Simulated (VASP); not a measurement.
# Ni in VASP: further runs, part 2 of 2

VASP 6.6.1. Earlier steps stand in the parts before.

### Step 4. Single point, PBE, collinear spin, ferromagnetic start (equal xy, yz and zx shear strains of -1 %)

File INCAR:

```
SYSTEM = Ni
PREC = Accurate
ENCUT = 520
EDIFF = 1E-6
ISMEAR = -1
SIGMA = 0.05
LREAL = .False.
LASPH = .True.
NELM = 150
ALGO = Normal
ISIF = 2
LWAVE = .False.
LCHARG = .True.
ISPIN = 2
MAGMOM = 1.5
LORBIT = 11
LMAXMIX = 4
GGA = PE
LELF = .True.
LVHAR = .True.
NBANDS = 15
```

File KPOINTS:

```
Automatic mesh
0
Gamma
  20 20 20
  0 0 0
```

File POSCAR:

```
Ni
1.0
   -0.0176795000      1.7591102500      1.7591102500
    1.7591102500     -0.0176795000      1.7591102500
    1.7591102500      1.7591102500     -0.0176795000
Ni
1
Direct
    0.0000000000      0.0000000000      0.0000000000
```

Potentials or basis: VASP PAW PBE potentials, release 64 (Ni).

The run is started by

```console
$ cat potpaw_PBE.64/Ni/POTCAR > POTCAR
$ mpirun -np 1 vasp_std > vasp.out
```

OUTCAR:

```text
SYSTEM = Ni
   PREC = Accurate
   ENCUT = 520
   EDIFF = 1E-6
   ISMEAR = -1
   LREAL = .False.
   LASPH = .True.
   NELM = 150
   ISIF = 2
   ISPIN = 2
   LORBIT = 11
   GGA = PE

 ion  position               nearest neighbor table
   1  0.000  0.000  0.000-

  LATTYP: Found a trigonal (rhomboedric) cell.
 ALAT       =     2.4878203930
 COS(alpha) =     0.4899250057

  Lattice vectors:

 A1 = (  -0.0176795000,   1.7591102500,   1.7591102500)
 A2 = (   1.7591102500,  -0.0176795000,   1.7591102500)
 A3 = (   1.7591102500,   1.7591102500,  -0.0176795000)

Analysis of symmetry for initial positions (statically):
=====================================================================
 Subroutine PRICEL returns:
 Original cell was already a primitive cell.

 Routine SETGRP: Setting up the symmetry group for a
 trigonal (rhombohedral) supercell.

 Subroutine GETGRP returns: Found 12 space group operations
 (whereof 12 operations were pure point group operations)
 out of a pool of 12 trial point group operations.

The static configuration has the point symmetry D_3d.

Analysis of symmetry for dynamics (positions and initial velocities):
=====================================================================
 Subroutine PRICEL returns:
 Original cell was already a primitive cell.

 Routine SETGRP: Setting up the symmetry group for a
 trigonal (rhombohedral) supercell.

 Subroutine GETGRP returns: Found 12 space group operations
 (whereof 12 operations were pure point group operations)
 out of a pool of 12 trial point group operations.

The dynamic configuration has the point symmetry D_3d.

Analysis of structural, dynamic, and magnetic symmetry:
=====================================================================
 Subroutine PRICEL returns:
 Original cell was already a primitive cell.

 Routine SETGRP: Setting up the symmetry group for a
 trigonal (rhombohedral) supercell.

 Subroutine GETGRP returns: Found 12 space group operations
 (whereof 12 operations were pure point group operations)
 out of a pool of 12 trial point group operations.

The overall configuration has the point symmetry D_3d.

 Subroutine INISYM returns: Found 12 space group operations
 (whereof 12 operations are pure point group operations),
 and found     1 'primitive' translations

----------------------------------------------------------------------------------------

                                     Primitive cell

  volume of cell :      11.0511

  direct lattice vectors                    reciprocal lattice vectors
    -0.017679500  1.759110250  1.759110250    -0.279985152  0.282827640  0.282827640
     1.759110250 -0.017679500  1.759110250     0.282827640 -0.279985152  0.282827640
     1.759110250  1.759110250 -0.017679500     0.282827640  0.282827640 -0.279985152

  length of vectors
     2.487820393  2.487820393  2.487820393     0.488236248  0.488236248  0.488236248

  position of ions in fractional coordinates (direct lattice)
     0.000000000  0.000000000  0.000000000

  ion indices of the primitive-cell ions
   primitive index   ion index
                 1           1

----------------------------------------------------------------------------------------

 KPOINTS: Automatic mesh

Automatic generation of k-mesh.
 Grid dimensions read from file:
[... 72 lines left out ...]
   ISYM   =      2    0-nonsym 1-usesym 2-fastsym
   POTIM  = 0.5000    time-step for ionic-motion
   TEBEG  =    0.0;   TEEND  =   0.0 temperature during run
   PSTRESS=    0.0 pullay stress
   NELECT =      10.0000    total number of electrons
   NUPDOWN=      -1.0000    fix difference up-down
   EMIN   =  10.00;   EMAX   =-10.00  energy-range for DOS
   EFERMI =   0.00;   METHOD = LEGACY
   ISMEAR =    -1;   SIGMA  =   0.05  broadening in eV -4-tet -1-fermi 0-gaus
   EFERMI_NEDOS =   21; number of points for ismear=-14 and -15
   IALGO  =     38    algorithm
   IMIX   =      4    mixing-type and parameters
     AMIX     =   0.40;   BMIX     =  1.00
     AMIX_MAG =   1.60;   BMIX_MAG =  1.00
  volume/ion in A,a.u.               =      11.05        74.58
  Fermi-wavevector in a.u.,A,eV,Ry     =   1.583455  2.992296 34.114296  2.507330
  Thomas-Fermi vector in A             =   2.683223
   LORBIT       =     11    0 simple, 1 ext, 2 COOP (PROOUT), +10 PAW based schemes
   GGA     = PE    functional components
   LHFCALC =     F    Hartree Fock is set to
   AEXX    =    0.0000 exact exchange contribution
   IVDW    =     0    specifies the selected vdW correction
   LEPSILON=     F    determine dielectric tensor
   LRPA    =     F    only Hartree local field effects (RPA)
 spin polarized calculation
  energy-cutoff  :      520.00
  volume of cell :       11.05
 maximum number of plane-waves:       310
   NGX =  9   NGY =  9   NGZ =  9

 number of electron      10.0000008 magnetization       0.6295985

 Free energy of the ion-electron system (eV)
  ---------------------------------------------------
  ext. energy  EPLUGINS =         0.00000000
  ---------------------------------------------------
  free energy    TOTEN  =        -5.47520031 eV

  energy without entropy =       -5.46081003  energy(sigma->0) =       -5.46800517

 E-fermi :   9.1564     XC(G=0): -13.1635

 val. band max:        9.1554052940   @ k =  -0.4500   0.3500   0.1500
 cond. band min:       9.1571732050   @ k =  -0.2500  -0.2500   0.1500
 fundamental gap:      0.0017679110
 Fermi energy:         9.1564188172

 spin component 1

 k-point     1 :       0.0000    0.0000    0.0000
  band No.  band energies     occupation
      1       0.2558      1.00000
      2       6.7253      1.00000
      3       6.7253      1.00000
      4       6.8221      1.00000
      5       7.9132      1.00000
      6       7.9132      1.00000
      7      32.7240      0.00000
      8      36.2413      0.00000
      9      36.2413      0.00000
     10      37.0127      0.00000
     11      39.1628      0.00000
     12      39.1628      0.00000
     13      39.7767      0.00000
     14      42.4134      0.00000
[... 403 lines left out ...]
      4       7.0038      1.00000
      5       8.2438      1.00000
      6       8.5633      0.99999
      7      18.0868      0.00000
      8      30.6106      0.00000
      9      33.1067      0.00000
     10      34.9982      0.00000
     11      36.9393      0.00000
     12      38.7009      0.00000
     13      42.7766      0.00000
     14      49.4596      0.00000
     15      51.1791      0.00000

 [... further k-points ...]

 spin component 2

 k-point     1 :       0.0000    0.0000    0.0000
  band No.  band energies     occupation
      1       0.2190      1.00000
      2       7.4832      1.00000
      3       7.4832      1.00000
      4       7.5806      1.00000
      5       8.5025      1.00000
      6       8.5025      1.00000
      7      32.5579      0.00000
      8      36.2246      0.00000
      9      36.2246      0.00000
     10      36.9907      0.00000
     11      39.2638      0.00000
     12      39.2638      0.00000
     13      39.8688      0.00000
     14      42.2891      0.00000
[... 403 lines left out ...]
      4       7.5878      1.00000
      5       8.9751      0.97408
      6       9.2555      0.12120
      7      18.3300      0.00000
      8      30.5858      0.00000
      9      33.0955      0.00000
     10      35.0991      0.00000
     11      36.9647      0.00000
     12      38.7185      0.00000
     13      42.8354      0.00000
     14      49.5387      0.00000
     15      51.3418      0.00000

 [... further k-points ...]

------------------------ aborting loop because EDIFF is reached ----------------------------------------

  FORCE on cell =-STRESS in cart. coord.  units (eV):
  Direction    XX          YY          ZZ          XY          YZ          ZX
  --------------------------------------------------------------------------------------
  -------------------------------------------------------------------------------------
  Total       -0.1900870     -0.1900870     -0.1900870      0.0851813      0.0851813      0.0851813
  in kB      -27.5585168    -27.5585168    -27.5585168     12.3494439     12.3494439     12.3494439
  external PRESSURE =     -27.5585168 kB  Pullay stress =       0.0000000 kB

 VOLUME and BASIS-vectors are now :
 -----------------------------------------------------------------------------
  energy-cutoff  :      520.00
  volume of cell :       11.05
      direct lattice vectors                 reciprocal lattice vectors
    -0.017679500  1.759110250  1.759110250    -0.279985152  0.282827640  0.282827640
     1.759110250 -0.017679500  1.759110250     0.282827640 -0.279985152  0.282827640
     1.759110250  1.759110250 -0.017679500     0.282827640  0.282827640 -0.279985152

 POSITION                                       TOTAL-FORCE (eV/Angst)
 -----------------------------------------------------------------------------------
      0.00000      0.00000      0.00000         0.000000     -0.000000     -0.000000
 -----------------------------------------------------------------------------------
    total drift:                               -0.000000     -0.000000     -0.000000

  FREE ENERGIE OF THE ION-ELECTRON SYSTEM (eV)
  ---------------------------------------------------
  free  energy   TOTEN  =        -5.4752003100 eV

  energy  without entropy=       -5.4608100318  energy(sigma->0) =       -5.46800517

 total charge

# of ion       s       p       d       tot
------------------------------------------
    1        0.491   0.484   8.307   9.283

 magnetization (x)

# of ion       s       p       d       tot
------------------------------------------
    1       -0.007  -0.025   0.675   0.643
```

stdout:

```text
POSCAR found type information on POSCAR Ni
 POSCAR found :  1 types and       1 ions
 scaLAPACK will be used
 LDA part: xc-table for (Slater+PW92), standard interpolation
 POSCAR, INCAR and KPOINTS ok, starting setup
 FFT: planning ... GRIDC
 FFT: planning ... GRID_SOFT
 FFT: planning ... GRID
 WAVECAR not read
 entering main loop
```

It took 3 min on 1 thread of AMD EPYC 9R45 (Zen 5), shared host; peak memory 0.26 GiB.

Results:

| Quantity | Value |
| --- | --- |
| Free energy | -5.4752 eV |
| Pressure | -2.8 GPa |
| Net moment | 0.63 μB per cell |
| Site moments | Ni +0.64 μB |
| Valence electrons inside the program's atomic spheres | Ni 9.28 |

Caveat: the cell differs from its parent crystal (equal xy, yz and zx shear strains of -1 %).

### Step 5. Single point, PBE, collinear spin, ferromagnetic start (10.61 Å³/atom)

This run uses another cell than the first one, of 10.61 Å³/atom.

File INCAR:

```
  PREC = Accurate
  ENCUT = 520
  EDIFF = 1E-6
  ISMEAR = -1
  SIGMA = 0.05
  LREAL = F
  LASPH = T
  NELM = 150
  ALGO = Normal
  ISIF = 2
  LWAVE = F
  LCHARG = F
  ISPIN = 2
  MAGMOM = 1.5
  LORBIT = 11
  LMAXMIX = 4
  GGA = PE
  NBANDS = 15
```

File KPOINTS:

```
Automatic mesh
0
Gamma
  20 20 20
```

File POSCAR:

```
Ni
1.0
    0.0000000000      1.7440558547      1.7440558547
    1.7440558547      0.0000000000      1.7440558547
    1.7440558547      1.7440558547      0.0000000000
Ni
1
Direct
    0.0000000000      0.0000000000      0.0000000000
```

The run is started by

```console
$ cat potpaw_PBE.64/Ni/POTCAR > POTCAR
$ mpirun -np 1 vasp_std > vasp.out
```

Wall time 69 s (1 thread of Intel Xeon Platinum 8488C (Sapphire Rapids), shared host); peak memory 0.17 GiB.

It converged, with:

```yaml
Free_energy: -5.4733 eV
Pressure: 5.5 GPa
Net_moment: 0.62 μB per cell
Site_moments: Ni +0.63 μB
Valence_electrons_inside_the_program's_atomic_spheres: Ni 9.36
```

Levels at points of the mesh, in eV from the Fermi level:
Spin up:
| k point | band 3 | band 4 | band 5 | band 6 | band 7 | band 8 |
| --- | --- | --- | --- | --- | --- | --- |
| (0.00, 0.00, 0.00) | -2.50 | -2.50 | -1.28 | -1.28 | 23.94 | 28.00 |
| (0.50, 0.00, 0.00) | -2.48 | -0.60 | -0.60 | -0.34 | 5.84 | 22.42 |
| (0.50, 0.50, 0.00) | -0.54 | -0.46 | -0.46 | 2.46 | 9.45 | 15.06 |
Spin down:
```tsv
k point	band 2	band 3	band 4	band 5	band 6	band 7	band 8	band 9
(0.00, 0.00, 0.00)	-1.75	-1.75	-1.75	-0.69	-0.69	23.78	27.98	27.98
(0.50, 0.00, 0.00)	-1.87	-1.87	-0.40	0.16	0.16	6.27	22.28	25.20
(0.50, 0.50, 0.00)	-3.72	0.07	0.40	0.40	2.43	9.69	15.07	15.07
```

Caveat: the cell stands under pressure.

### Step 6. Single point, PBE, collinear spin, ferromagnetic start (10.94 Å³/atom)

This run uses another cell than the first one, of 10.94 Å³/atom.

File INCAR:

```
  PREC = Accurate
  ENCUT = 520
  EDIFF = 1E-7
  ISMEAR = -1
  SIGMA = 0.05
  LREAL = F
  LASPH = T
  NELM = 150
  ALGO = Normal
  ISIF = 2
  LWAVE = F
  LCHARG = T
  ISPIN = 2
  MAGMOM = 1.5
  LORBIT = 11
  LMAXMIX = 4
  GGA = PE
  LELF = T
  LVHAR = T
  NBANDS = 15
```

File KPOINTS:

```
regular mesh
0
Gamma
  20 20 20
```

File POSCAR:

```
Ni
1.0
    0.0000000000      1.7620370796      1.7620370796
    1.7620370796      0.0000000000      1.7620370796
    1.7620370796      1.7620370796      0.0000000000
Ni
1
Direct
    0.0000000000      0.0000000000      0.0000000000
```

Potentials or basis: VASP PAW PBE potentials, release 64 (Ni).

The run is started by

```console
$ cat potpaw_PBE.64/Ni/POTCAR > POTCAR
$ mpirun -np 1 vasp_std > vasp.out
```

It took 98 s on 1 thread of Intel Xeon Platinum 8488C (Sapphire Rapids), shared host; peak memory 0.18 GiB.

Results (log left out):

| Item | Value |
| --- | --- |
| Free energy | -5.4778 eV |
| Pressure | -0.9 GPa |
| Net moment | 0.63 μB per cell |
| Site moments | Ni +0.64 μB |
| Valence electrons inside the program's atomic spheres | Ni 9.30 |

Levels at points of the mesh, in eV from the Fermi level:
Spin up:
```
           k point  band 2  band 3  band 4  band 5  band 6  band 7  band 8  band 9
(0.00, 0.00, 0.00)   -2.42   -2.42   -2.42   -1.25   -1.25   23.68   27.49   27.49
(0.50, 0.00, 0.00)   -2.40   -2.40   -0.61   -0.61   -0.28    5.62   22.17   24.58
(0.50, 0.50, 0.00)   -4.17   -0.55   -0.48   -0.48    2.45    9.17   14.77   14.77
```
Spin down:
| k point | band 1 | band 2 | band 3 | band 4 | band 5 | band 6 | band 7 | band 8 | band 9 | band 10 |
| --- | --- | --- | --- | --- | --- | --- | --- | --- | --- | --- |
| (0.00, 0.00, 0.00) | -9.01 | -1.67 | -1.67 | -1.67 | -0.67 | -0.67 | 23.51 | 27.47 | 27.47 | 27.47 |
| (0.50, 0.00, 0.00) | -4.37 | -1.78 | -1.78 | -0.34 | 0.15 | 0.15 | 6.05 | 22.02 | 24.66 | 24.66 |
| (0.50, 0.50, 0.00) | -4.27 | -3.55 | 0.06 | 0.39 | 0.39 | 2.40 | 9.41 | 14.78 | 14.78 | 19.82 |

### Step 7. Summary

```csv
cell,gap on the mesh (eV),pressure (GPa),moment (μB)
"a = 2.463 Å, angles 62.0°, 1 atom",none,-2.2,0.63
"a = 2.538 Å, angles 58.0°, 1 atom",none,-2.2,0.63
"a = 2.488 Å, angles 60.7°, 1 atom",none,-2.8,0.63
"a = 2.466 Å, angles 60.0°, 1 atom",none,5.5,0.62
"a = 2.492 Å, angles 60.0°, 1 atom",none,-0.9,0.63
```

Alike in all rows: task single point; level PBE; potentials or basis VASP PAW PBE potentials, release 64 (Ni); spin collinear, ferromagnetic start; k mesh 20 × 20 × 20; cutoff (eV) 520; smearing fermi-dirac 0.05 eV.

Caveats: the cell stands under pressure (at least some runs).

Total energies depend on the potentials used, so only differences within one code and one set of settings carry meaning.
